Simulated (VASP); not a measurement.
# SiNi (Pnma) in VASP: further runs, part 2 of 2

VASP 6.6.1. Earlier steps stand in the parts before.

**4. Single point, PBE+D3(BJ), collinear spin, ferromagnetic start**

This run uses another cell than the first one, of 11.88 Å³/atom.

The input, INCAR:

```
SYSTEM = SiNi
  ALGO = Normal
  EDIFF = 1E-6
  ENCUT = 520
  GGA = PE
  ISIF = 2
  ISMEAR = -1
  ISPIN = 2
  IVDW = 12
  LASPH = .TRUE.
  LCHARG = .FALSE.
  LMAXMIX = 4
  LORBIT = 11
  LREAL = .FALSE.
  LWAVE = .FALSE.
  MAGMOM = 1 1 1 1 0 0 0 0
  NBANDS = 42
  NELM = 150
  PREC = Accurate
  SIGMA = 0.05
```

The input, KPOINTS:

```
k-points
0
G
  5 8 5
  0 0 0
```

The input, POSCAR:

```
SiNi
1.0
    5.0832490202      0.0000000000      0.0000000000
    0.0000000000      3.3749038340      0.0000000000
    0.0000000000      0.0000000000      5.5378964389
Ni Si
4 4
Direct
    0.9903551914      0.7500000000      0.8125451746
    0.5096448086      0.2500000000      0.3125451746
    0.4903551914      0.7500000000      0.6874548254
    0.0096448086      0.2500000000      0.1874548254
    0.6776627316      0.2500000000      0.9131735252
    0.8223372684      0.7500000000      0.4131735252
    0.1776627316      0.2500000000      0.5868264748
    0.3223372684      0.7500000000      0.0868264748
```

Potentials or basis: VASP PAW PBE potentials, release 64 (Ni, Si).

On the command line:

```bash
$ cat potpaw_PBE.64/Ni/POTCAR potpaw_PBE.64/Si/POTCAR > POTCAR
$ mpirun -np 1 vasp_std > vasp.out
```

OUTCAR:

```text
SYSTEM = SiNi
   EDIFF = 1E-6
   ENCUT = 520
   GGA = PE
   ISIF = 2
   ISMEAR = -1
   ISPIN = 2
   IVDW = 12
   LASPH = .TRUE.
   LORBIT = 11
   LREAL = .FALSE.
   NELM = 150
   PREC = Accurate
 IVDW          = 12

 ion  position               nearest neighbor table
   1  0.990  0.750  0.813-   8 2.27   7 2.31   7 2.31   6 2.37   5 2.38   5 2.38   3 2.63   3 2.63
                             4 2.68   4 2.68
   2  0.510  0.250  0.313-   7 2.27   8 2.31   8 2.31   5 2.37   6 2.38   6 2.38   4 2.63   4 2.63
                             3 2.68   3 2.68
   3  0.490  0.750  0.687-   6 2.27   5 2.31   5 2.31   8 2.37   7 2.38   7 2.38   1 2.63   1 2.63
                             2 2.68   2 2.68
   4  0.010  0.250  0.187-   5 2.27   6 2.31   6 2.31   7 2.37   8 2.38   8 2.38   2 2.63   2 2.63
                             1 2.68   1 2.68
   5  0.678  0.250  0.913-   4 2.27   3 2.31   3 2.31   2 2.37   1 2.38   1 2.38   8 2.65   8 2.65
                             7 3.12   7 3.12
   6  0.822  0.750  0.413-   3 2.27   4 2.31   4 2.31   1 2.37   2 2.38   2 2.38   7 2.65   7 2.65
                             8 3.12   8 3.12
   7  0.178  0.250  0.587-   2 2.27   1 2.31   1 2.31   4 2.37   3 2.38   3 2.38   6 2.65   6 2.65
                             5 3.12   5 3.12
   8  0.322  0.750  0.087-   1 2.27   2 2.31   2 2.31   3 2.37   4 2.38   4 2.38   5 2.65   5 2.65
                             6 3.12   6 3.12

  LATTYP: Found a simple orthorhombic cell.
 ALAT       =     3.3749038340
 B/A-ratio  =     1.5061907747
 C/A-ratio  =     1.6409049595

  Lattice vectors:

 A1 = (   0.0000000000,  -3.3749038340,   0.0000000000)
 A2 = (   5.0832490202,   0.0000000000,   0.0000000000)
 A3 = (   0.0000000000,   0.0000000000,   5.5378964389)

Analysis of symmetry for initial positions (statically):
=====================================================================
 Subroutine PRICEL returns:
 Original cell was already a primitive cell.

 Routine SETGRP: Setting up the symmetry group for a
 simple orthorhombic supercell.

 Subroutine GETGRP returns: Found  8 space group operations
 (whereof  2 operations were pure point group operations)
[... 1242 lines left out ...]
      1      -2.4423      1.00000
      2       1.0320      1.00000
      3       2.2347      1.00000
      4       2.9261      1.00000
      5       4.1449      1.00000
      6       4.6456      1.00000
[... 1021 lines left out ...]
     39      18.1630      0.00000
     40      18.4995      0.00000

 [... further k-points ...]

 [bands above 40 left out]

------------------------ aborting loop because EDIFF is reached ----------------------------------------

 Edisp (eV)   -3.80351

 E8    (eV) :    -1.6032

  FORCE on cell =-STRESS in cart. coord.  units (eV):
  Direction    XX          YY          ZZ          XY          YZ          ZX
  --------------------------------------------------------------------------------------
  -------------------------------------------------------------------------------------
  Total      -0.64623    -0.69875    -0.65539    -0.00000     0.00000     0.00000
  in kB     -10.89809   -11.78377   -11.05252    -0.00000     0.00000     0.00000
  external pressure =      -11.24 kB  Pullay stress =        0.00 kB

 VOLUME and BASIS-vectors are now :
 -----------------------------------------------------------------------------
  energy-cutoff  :      520.00
  volume of cell :       95.01
      direct lattice vectors                 reciprocal lattice vectors
     5.083249020  0.000000000  0.000000000     0.196724574  0.000000000  0.000000000
     0.000000000  3.374903834  0.000000000     0.000000000  0.296304739  0.000000000
     0.000000000  0.000000000  5.537896439     0.000000000  0.000000000  0.180573980

 POSITION                                       TOTAL-FORCE (eV/Angst)
 -----------------------------------------------------------------------------------
      5.03422      2.53118      4.49979        -0.010959      0.000000      0.001570
      2.59065      0.84373      1.73084         0.010959     -0.000000      0.001570
      2.49260      2.53118      3.80705        -0.010959      0.000000     -0.001570
      0.04903      0.84373      1.03811         0.010959     -0.000000     -0.001570
      3.44473      0.84373      5.05706         0.000411      0.000000     -0.002700
      4.18015      2.53118      2.28811        -0.000411      0.000000     -0.002700
      0.90310      0.84373      3.24978         0.000411     -0.000000      0.002700
      1.63852      2.53118      0.48084        -0.000411     -0.000000      0.002700
 -----------------------------------------------------------------------------------
    total drift:                               -0.000000      0.000000     -0.000000

  FREE ENERGIE OF THE ION-ELECTRON SYSTEM (eV)
  ---------------------------------------------------
  free  energy   TOTEN  =       -51.3764744943 eV

  energy  without entropy=      -51.3644368114  energy(sigma->0) =      -51.37045565

 total charge

# of ion       s       p       d       tot
------------------------------------------
    1        0.507   0.663   8.457   9.628
    2        0.507   0.663   8.457   9.628
    3        0.507   0.663   8.457   9.628
    4        0.507   0.663   8.457   9.628
    5        0.761   0.862   0.000   1.623
    6        0.761   0.862   0.000   1.623
    7        0.761   0.862   0.000   1.623
    8        0.761   0.862   0.000   1.623
--------------------------------------------------
tot          5.071   6.101  33.830  45.002

 magnetization (x)

# of ion       s       p       d       tot
------------------------------------------
    1        0.000  -0.000   0.000   0.000
    2        0.000  -0.000   0.000   0.000
    3        0.000  -0.000   0.000   0.000
    4        0.000  -0.000   0.000   0.000
    5       -0.000  -0.000   0.000  -0.000
    6       -0.000  -0.000   0.000  -0.000
    7       -0.000  -0.000   0.000  -0.000
    8       -0.000  -0.000   0.000  -0.000
--------------------------------------------------
tot         -0.000  -0.000   0.000   0.000
```

It took 9.5 min on 1 thread of Intel Xeon 8259CL, shared host; peak memory 0.41 GiB.

What came out:

| Item | Value |
| --- | --- |
| Free energy | -51.3765 eV |
| Pressure | -1.1 GPa |
| Largest force | 0.011 eV/Å |
| Band gap on the k mesh | zero (filled and empty bands overlap) |
| Net moment | 0.00 μB per cell |
| Valence electrons inside the program's atomic spheres | Ni 9.63; Si 1.62 |
| Dispersion energy per atom | -0.475 eV |

Forces in eV/Å, atoms in the order of the input:
```
Ni  -0.011  0.000  0.002
Ni   0.011  0.000  0.002
Ni  -0.011  0.000 -0.002
Ni   0.011  0.000 -0.002
Si   0.000  0.000 -0.003
Si   0.000  0.000 -0.003
Si   0.000  0.000  0.003
Si   0.000  0.000  0.003
```

Caveat: three body term missing.

**5. Overview**

```tsv
level	cell	gap on the mesh (eV)	pressure (GPa)	moment (μB)	largest force (eV/Å)
revPBE	a = 5.153, b = 3.415, c = 5.637 Å, 8 atoms, atomic positions A	none	-0.1	0.00	0.01
PBE	a = 5.128, b = 3.401, c = 5.604 Å, 8 atoms, atomic positions A	none	0.0	0.00	0.01
PBE+D3(BJ)	a = 5.083, b = 3.375, c = 5.538 Å, 8 atoms, atomic positions B	none	-1.1	0.00	0.01
```

Alike in all rows: task single point; potentials or basis VASP PAW PBE potentials, release 64 (Ni, Si); spin collinear, ferromagnetic start; k mesh 5 × 8 × 5; cutoff (eV) 520; smearing fermi-dirac 0.05 eV.

Caveats: the PAW data sets were made with another functional, which shifts forces and pressure a little (at least some runs); three body term missing (at least some runs).

Absolute energies hang on the potentials; compare differences alone.
